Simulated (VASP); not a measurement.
# Hf2O (P-31m) in VASP: single point with PBE

Aim: the single point of Hf2O with PBE.

All numbers are computed with VASP 6.6.1; they aren't measurements. Logs are shortened: lines on timing, memory, paths and dates and some standing lists are left out, and cuts for length are marked.

### Step 1. The cell of the first run

The structure is trigonal, space group P-31m (No. 162). Conventional cell: a = 5.599 Å, b = 5.599 Å, c = 5.156 Å, α = 90.00°, β = 90.00°, γ = 120.00°. Hf (site symmetry m) has 3 O at 2.25 to 2.29 Å within 3.0 Å. Within 3.0 Å of O (site symmetry -3m) lie 6 Hf at 2.25 Å. Within 3.0 Å of O (site symmetry 32) lie 6 Hf at 2.29 Å.

### Step 2. Single point, PBE

File INCAR:

```
PREC = Accurate
ENCUT = 520
EDIFF = 1E-7
ISMEAR = 0
SIGMA = 0.1
LREAL = False
LASPH = True
NELM = 100
ALGO = Normal
ISIF = 2
LWAVE = False
LCHARG = False
GGA = PE
NBANDS = 49
```

File KPOINTS:

```
Automatic mesh
0
Gamma
  6 6 6
```

File POSCAR:

```
Hf2O
1.0
    5.5992549822      0.0000000000      0.0000000000
   -2.7996274911      4.8490970569      0.0000000000
    0.0000000000      0.0000000000      5.1556135855
Hf O
6 3
Direct
    0.6662341818      0.0000000000      0.7563107498
    0.6662341818      0.6662341818      0.2436892502
    0.0000000000      0.6662341818      0.7563107498
    0.3337658182      0.0000000000      0.2436892502
    0.3337658182      0.3337658182      0.7563107498
    0.0000000000      0.3337658182      0.2436892502
    0.0000000000      0.0000000000      0.0000000000
    0.3333333333      0.6666666667      0.5000000000
    0.6666666667      0.3333333333      0.5000000000
```

Potentials or basis: VASP PAW PBE potentials, release 64 (Hf_pv, O).

On the command line:

```console
$ cat potpaw_PBE.64/Hf_pv/POTCAR potpaw_PBE.64/O/POTCAR > POTCAR
$ mpirun -np 1 vasp_std > vasp.out
```

OUTCAR:

```text
PREC = Accurate
   ENCUT = 520
   EDIFF = 1E-7
   ISMEAR = 0
   LREAL = False
   LASPH = True
   NELM = 100
   ISIF = 2
   GGA = PE

 ion  position               nearest neighbor table
   1  0.666  0.000  0.756-   7 2.25   9 2.29   8 2.29   4 3.13   6 3.13   2 3.13   5 3.23   3 3.23
                             5 3.23   3 3.23   4 3.23   2 3.24   6 3.24   3 3.24   5 3.24
   2  0.666  0.666  0.244-   7 2.25   8 2.29   9 2.29   5 3.13   3 3.13   1 3.13   6 3.23   6 3.23
                             4 3.23   4 3.23   5 3.23   3 3.24   1 3.24   4 3.24   6 3.24
   3  0.000  0.666  0.756-   7 2.25   8 2.29   9 2.29   6 3.13   2 3.13   4 3.13   5 3.23   5 3.23
                             1 3.23   1 3.23   6 3.23   2 3.24   4 3.24   1 3.24   5 3.24
   4  0.334  0.000  0.244-   7 2.25   8 2.29   9 2.29   1 3.13   5 3.13   3 3.13   2 3.23   6 3.23
                             2 3.23   6 3.23   1 3.23   3 3.24   5 3.24   6 3.24   2 3.24
   5  0.334  0.334  0.756-   7 2.25   9 2.29   8 2.29   2 3.13   6 3.13   4 3.13   3 3.23   3 3.23
                             1 3.23   1 3.23   2 3.23   6 3.24   4 3.24   1 3.24   3 3.24
   6  0.000  0.334  0.244-   7 2.25   9 2.29   8 2.29   3 3.13   5 3.13   1 3.13   2 3.23   2 3.23
                             4 3.23   4 3.23   3 3.23   5 3.24   1 3.24   4 3.24   2 3.24
   7  0.000  0.000  0.000-   1 2.25   4 2.25   3 2.25   2 2.25   5 2.25   6 2.25
   8  0.333  0.667  0.500-   3 2.29   4 2.29   6 2.29   1 2.29   2 2.29   5 2.29
   9  0.667  0.333  0.500-   6 2.29   1 2.29   3 2.29   4 2.29   5 2.29   2 2.29

  LATTYP: Found a hexagonal cell.
 ALAT       =     5.5992549822
 C/A-ratio  =     0.9207677811

  Lattice vectors:

 A1 = (   5.5992549822,   0.0000000000,   0.0000000000)
 A2 = (  -2.7996274911,   4.8490970569,   0.0000000000)
 A3 = (   0.0000000000,   0.0000000000,   5.1556135855)

Analysis of symmetry for initial positions (statically):
=====================================================================
 Subroutine PRICEL returns:
 Original cell was already a primitive cell.

 Routine SETGRP: Setting up the symmetry group for a
 hexagonal supercell.

 Subroutine GETGRP returns: Found 12 space group operations
 (whereof 12 operations were pure point group operations)
 out of a pool of 24 trial point group operations.

The static configuration has the point symmetry D_3d.

Analysis of symmetry for dynamics (positions and initial velocities):
=====================================================================
 Subroutine PRICEL returns:
 Original cell was already a primitive cell.

 Routine SETGRP: Setting up the symmetry group for a
 hexagonal supercell.

 Subroutine GETGRP returns: Found 12 space group operations
 (whereof 12 operations were pure point group operations)
 out of a pool of 24 trial point group operations.

The dynamic configuration has the point symmetry D_3d.

 Subroutine INISYM returns: Found 12 space group operations
 (whereof 12 operations are pure point group operations),
 and found     1 'primitive' translations

----------------------------------------------------------------------------------------

                                     Primitive cell

  volume of cell :     139.9818

  direct lattice vectors                    reciprocal lattice vectors
     5.599254982  0.000000000  0.000000000     0.178595189  0.103111980  0.000000000
    -2.799627491  4.849097057  0.000000000     0.000000000  0.206223961  0.000000000
     0.000000000  0.000000000  5.155613586     0.000000000  0.000000000  0.193963334

  length of vectors
     5.599254982  5.599254982  5.155613586     0.206223961  0.206223961  0.193963334

  position of ions in fractional coordinates (direct lattice)
     0.666234182  0.000000000  0.756310750
     0.666234182  0.666234182  0.243689250
     0.000000000  0.666234182  0.756310750
     0.333765818  0.000000000  0.243689250
     0.333765818  0.333765818  0.756310750
     0.000000000  0.333765818  0.243689250
     0.000000000  0.000000000  0.000000000
     0.333333333  0.666666667  0.500000000
     0.666666667  0.333333333  0.500000000

  ion indices of the primitive-cell ions
   primitive index   ion index
                 1           1
                 2           2
                 3           3
                 4           4
                 5           5
                 6           6
                 7           7
                 8           8
                 9           9

----------------------------------------------------------------------------------------

 KPOINTS: Automatic mesh

Automatic generation of k-mesh.
 Grid dimensions read from file:
 generate k-points for:    6    6    6

 Generating k-lattice:

  Cartesian coordinates                     Fractional coordinates (reciprocal lattice)
     0.029765865  0.017185330  0.000000000     0.166666667  0.000000000  0.000000000
     0.000000000  0.034370660  0.000000000     0.000000000  0.166666667  0.000000000
     0.000000000  0.000000000  0.032327222     0.000000000  0.000000000  0.166666667

  Length of vectors
     0.034370660  0.034370660  0.032327222

  Shift w.r.t. Gamma in fractional coordinates (k-lattice)
     0.000000000  0.000000000  0.000000000

 Subroutine IBZKPT returns following result:
 ===========================================

 Found     34 irreducible k-points:

 Following reciprocal coordinates:
            Coordinates               Weight
  0.000000  0.000000  0.000000      1.000000
  0.166667  0.000000  0.000000      6.000000
  0.333333  0.000000  0.000000      6.000000
  0.500000 -0.000000  0.000000      3.000000
  0.166667  0.166667  0.000000      6.000000
  0.333333  0.166667  0.000000     12.000000
[... 16 lines left out ...]
 -0.166667  0.333333  0.333333      6.000000
  0.333333  0.166667  0.333333     12.000000
 [... further k-points ...]
   k-points           NKPTS =     34   k-points in BZ     NKDIM =     34   number of bands    NBANDS=     49
   number of dos      NEDOS =    301   number of ions     NIONS =      9
   total plane-waves  NPLWV =  70560
   dimension x,y,z NGX =    42 NGY =   42 NGZ =   40
   dimension x,y,z NGXF=    84 NGYF=   84 NGZF=   80
   ions per type =               6   3
   NGX,Y,Z   is equivalent  to a cutoff of  12.47, 12.47, 12.90 a.u.
   NGXF,Y,Z  is equivalent  to a cutoff of  24.94, 24.94, 25.80 a.u.
 SYSTEM =  unknown system
   PREC   = accura    normal or accurate (medium, high low for compatibility)
   ISTART =      0    job   : 0-new  1-cont  2-samecut
   ICHARG =      2    charge: 1-file 2-atom 10-const
   ISPIN  =      1    spin polarized calculation?
   LNONCOLLINEAR =      F non collinear calculations
   LSORBIT =      F    spin-orbit coupling
   LASPH  =      T    aspherical Exc in radial PAW
   ENCUT  =  520.0 eV  38.22 Ry    6.18 a.u.  10.41 10.41  9.59*2*pi/ulx,y,z
   NELM   =    100;   NELMIN=  2; NELMDL= -5     # of ELM steps
   EDIFF  = 0.1E-06   stopping-criterion for ELM
   LREAL  =      F    real-space projection
   EDIFFG = 0.1E-05   stopping-criterion for IOM
   NSW    =      0    number of steps for IOM
   IBRION =     -1    ionic relax: 0-MD 1-quasi-New 2-CG
   NFREE  =      0    steps in history (QN), initial steepest desc. (CG)
   ISIF   =      2    stress and relaxation
   ISYM   =      2    0-nonsym 1-usesym 2-fastsym
   POTIM  = 0.5000    time-step for ionic-motion
   TEBEG  =    0.0;   TEEND  =   0.0 temperature during run
   PSTRESS=    0.0 pullay stress
   NELECT =      78.0000    total number of electrons
   NUPDOWN=      -1.0000    fix difference up-down
   EMIN   =  10.00;   EMAX   =-10.00  energy-range for DOS
   EFERMI =   0.00;   METHOD = LEGACY
   ISMEAR =     0;   SIGMA  =   0.10  broadening in eV -4-tet -1-fermi 0-gaus
   EFERMI_NEDOS =   21; number of points for ismear=-14 and -15
   IALGO  =     38    algorithm
   IMIX   =      4    mixing-type and parameters
     AMIX     =   0.40;   BMIX     =  1.00
     AMIX_MAG =   1.60;   BMIX_MAG =  1.00
  volume/ion in A,a.u.               =      15.55       104.96
  Fermi-wavevector in a.u.,A,eV,Ry     =   1.347150  2.545744 24.692022  1.814812
  Thomas-Fermi vector in A             =   2.474924
   LORBIT       =      0    0 simple, 1 ext, 2 COOP (PROOUT), +10 PAW based schemes
   GGA     = PE    functional components
   LHFCALC =     F    Hartree Fock is set to
   AEXX    =    0.0000 exact exchange contribution
   IVDW    =     0    specifies the selected vdW correction
   LEPSILON=     F    determine dielectric tensor
   LRPA    =     F    only Hartree local field effects (RPA)
 non-spin polarized calculation
 Gauss-broadening in eV      SIGMA  =   0.10
  energy-cutoff  :      520.00
  volume of cell :      139.98
 maximum number of plane-waves:      3812
 NGX is ok and might be reduce to    42
   NGX = 21   NGY = 21   NGZ = 19

 number of electron      78.0000003 magnetization

 Free energy of the ion-electron system (eV)
  ---------------------------------------------------
  ext. energy  EPLUGINS =         0.00000000
  ---------------------------------------------------
  free energy    TOTEN  =       -90.41131743 eV

  energy without entropy =      -90.39934190  energy(sigma->0) =      -90.40532966

 E-fermi :   6.0015     XC(G=0): -11.8891

 val. band max:        5.9675319277   @ k =   0.1667   0.1667   0.5000
 cond. band min:       6.0702379960   @ k =   0.3333   0.3333   0.3333
 fundamental gap:      0.1027060684
 Fermi energy:         6.0014872307

 k-point     1 :       0.0000    0.0000    0.0000
  band No.  band energies     occupation
      1     -25.5571      2.00000
      2     -25.0982      2.00000
      3     -24.9837      2.00000
      4     -24.9837      2.00000
      5     -24.9268      2.00000
      6     -24.9268      2.00000
[... 41 lines left out ...]
     48       8.3130      0.00000
     49       9.5960      0.00000

 k-point     2 :       0.1667    0.0000    0.0000
  band No.  band energies     occupation
      1     -25.5294      2.00000
      2     -25.1218      2.00000
      3     -25.0220      2.00000
      4     -25.0211      2.00000
      5     -24.9430      2.00000
      6     -24.8979      2.00000
[... 41 lines left out ...]
     48       8.5218      0.00000
     49       9.4942      0.00000

 k-point     3 :       0.3333    0.0000    0.0000
  band No.  band energies     occupation
      1     -25.4548      2.00000
      2     -25.1832      2.00000
      3     -25.0484      2.00000
      4     -25.0262      2.00000
      5     -24.9780      2.00000
      6     -24.9022      2.00000
[... 41 lines left out ...]
     48       9.0250      0.00000
     49       9.1818      0.00000

 k-point     4 :       0.5000   -0.0000    0.0000
  band No.  band energies     occupation
      1     -25.3940      2.00000
      2     -25.2325      2.00000
      3     -25.0522      2.00000
      4     -25.0274      2.00000
      5     -24.9905      2.00000
      6     -24.8637      2.00000
[... 977 lines left out ...]
     48       9.3709      0.00000
     49       9.5312      0.00000

 k-point    23 :      -0.1667    0.3333    0.3333
  band No.  band energies     occupation
      1     -25.3967      2.00000
      2     -25.2068      2.00000
      3     -25.1719      2.00000
      4     -25.0248      2.00000
      5     -25.0082      2.00000
      6     -24.8538      2.00000
[... 41 lines left out ...]
     48       8.9512      0.00000
     49       9.3221      0.00000

 k-point    24 :       0.3333    0.1667    0.3333
  band No.  band energies     occupation
      1     -25.3583      2.00000
      2     -25.2807      2.00000
      3     -25.2241      2.00000
      4     -24.9617      2.00000
      5     -24.9077      2.00000
      6     -24.9029      2.00000
[... 41 lines left out ...]
     48       9.2406      0.00000
     49       9.3431      0.00000

 [... further k-points ...]

------------------------ aborting loop because EDIFF is reached ----------------------------------------

  FORCE on cell =-STRESS in cart. coord.  units (eV):
  Direction    XX          YY          ZZ          XY          YZ          ZX
  --------------------------------------------------------------------------------------
  -------------------------------------------------------------------------------------
  Total       -1.4139506     -1.4139506     -1.3690326      0.0000000     -0.0000000      0.0000000
  in kB      -16.1835327    -16.1835327    -15.6694185      0.0000000     -0.0000000      0.0000000
  external PRESSURE =     -16.0121613 kB  Pullay stress =       0.0000000 kB

 VOLUME and BASIS-vectors are now :
 -----------------------------------------------------------------------------
  energy-cutoff  :      520.00
  volume of cell :      139.98
      direct lattice vectors                 reciprocal lattice vectors
     5.599254982  0.000000000  0.000000000     0.178595189  0.103111980  0.000000000
    -2.799627491  4.849097057  0.000000000     0.000000000  0.206223961  0.000000000
     0.000000000  0.000000000  5.155613586     0.000000000  0.000000000  0.193963334

 POSITION                                       TOTAL-FORCE (eV/Angst)
 -----------------------------------------------------------------------------------
      3.73042      0.00000      3.89925         0.012609     -0.000000     -0.022358
      1.86521      3.23063      1.25637         0.006304      0.010919      0.022358
     -1.86521      3.23063      3.89925        -0.006304      0.010919     -0.022358
      1.86884      0.00000      1.25637        -0.012609     -0.000000      0.022358
      0.93442      1.61846      3.89925        -0.006304     -0.010919     -0.022358
     -0.93442      1.61846      1.25637         0.006304     -0.010919      0.022358
      0.00000      0.00000      0.00000         0.000000     -0.000000      0.000000
     -0.00000      3.23273      2.57781         0.000000     -0.000000     -0.000000
      2.79963      1.61637      2.57781         0.000000     -0.000000     -0.000000
 -----------------------------------------------------------------------------------
    total drift:                               -0.000000      0.000000      0.000000

  FREE ENERGIE OF THE ION-ELECTRON SYSTEM (eV)
  ---------------------------------------------------
  free  energy   TOTEN  =       -90.4113174271 eV

  energy  without entropy=      -90.3993418957  energy(sigma->0) =      -90.40532966
```

Run time: 3 min. Hardware: 1 thread of Intel Xeon Platinum 8559C (Emerald Rapids), shared host; peak memory 0.33 GiB.

What came out:

```
Free energy            : -90.4113 eV
Pressure               : -1.6 GPa
Largest force          : 0.026 eV/Å
Band gap on the k mesh : zero (bands 39 and 40 overlap by 0.90 eV)
```

Forces on the atoms (eV/Å):
```
Hf   0.013  0.000 -0.022
Hf   0.006  0.011  0.022
Hf  -0.006  0.011 -0.022
Hf  -0.013  0.000  0.022
Hf  -0.006 -0.011 -0.022
Hf   0.006 -0.011  0.022
O    0.000  0.000  0.000
O    0.000  0.000  0.000
O    0.000  0.000  0.000
```

Levels at points of the mesh, in eV from the Fermi level:
```tsv
k point	band 35	band 36	band 37	band 38	band 39	band 40	band 41	band 42	band 43	band 44
(0.00, 0.00, 0.00)	-1.08	-1.08	-0.65	-0.54	0.75	0.84	0.84	1.47	1.47	2.01
(0.50, 0.00, 0.00)	-1.64	-1.20	-1.18	-0.72	-0.51	1.48	1.69	2.24	2.35	2.66
(0.00, 0.00, 0.50)	-1.05	-0.46	-0.43	-0.43	-0.11	-0.11	0.44	1.36	1.36	2.39
(0.50, 0.00, 0.50)	-1.27	-1.11	-0.80	-0.18	-0.11	0.07	0.53	0.81	1.23	1.72
```

Caveat: spin-orbit coupling is left out, which moves the levels of the heavy elements.
